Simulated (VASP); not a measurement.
Here is a VASP 6.6.1 calculation.

Contents of INCAR:

```
SYSTEM = Ag
PREC     = Accurate       ! precision mode
ENCUT    = 520            ! plane-wave cutoff, eV
EDIFF    = 1E-6           ! SCF threshold, eV
ISMEAR   = 1              ! smearing method
SIGMA    = 0.15           ! smearing width, eV
LREAL    = .FALSE.        ! projectors in reciprocal space
LASPH    = .TRUE.         ! aspherical terms in the spheres
NELM     = 80             ! most SCF steps
ALGO     = Normal         ! electronic algorithm
ISIF     = 2              ! what is computed and relaxed
LWAVE    = .FALSE.        ! write WAVECAR
LCHARG   = .FALSE.        ! write CHGCAR
GGA      = PS             ! functional
NBANDS   = 12             ! bands
```

Contents of KPOINTS:

```
Automatic mesh
0
G
  12 12 12
  0 0 0
```

POSCAR

```
Ag
1.0
    0.0000000000      2.0828140930      2.0828140930
    2.0828140930      0.0000000000      2.0828140930
    2.0828140930      2.0828140930      0.0000000000
Ag
1
Direct
    0.0000000000      0.0000000000      0.0000000000
```

Potentials or basis: VASP PAW PBE potentials, release 64 (Ag).

The run is started by

```console
$ cat potpaw_PBE.64/Ag/POTCAR > POTCAR
$ mpirun -np 1 vasp_std > vasp.out
```

(1) What does it give for the pressure?

Results:

(1) -7.6 GPa.

Caveat: the PAW data sets were made with another functional, which shifts forces and pressure a little.
